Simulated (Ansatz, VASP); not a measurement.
# Os in VASP and in Ansatz

```
CELL_PARAMETERS angstrom
0.00000 1.94500 1.91582
1.94500 0.00000 1.91582
1.94500 1.94500 0.00000
ATOMIC_POSITIONS crystal
Os 0.00000 0.00000 0.00000
```

Change from the starting cell: strain +0.000 along x and y, -0.015 along z, atoms carried along.

Alike in both runs: task single point; functional PBEsol; k mesh 20 × 20 × 20; occupations gaussian, width 0.15 eV; no spin polarisation.

```csv
,VASP,Ansatz
version,VASP 6.6.1,Ansatz 0.2.0
potentials or method,"VASP PAW PBE potentials, release 64 (Os), cutoff 520 eV","scalar-relativistic, plane waves, PAW"
valence electrons in the cell,8,16
```

```tsv
	VASP	Ansatz	Ansatz less VASP
gap on the k mesh at the Fermi level (eV)	none	none	-
pressure (GPa)	-14.8	-14.9	-0.16
traceless stress, the component that is largest in VASP (GPa)	3.04	3.04	+0.002
```

VASP's potentials were made for PBE, not for PBEsol. A gap of «none» marks a metal or a gap that the smearing closes. VASP's potentials hold 8 valence electrons a cell and Ansatz's 16, so a difference there can come from the potentials and not from the codes.

Neither program's run includes spin-orbit coupling.
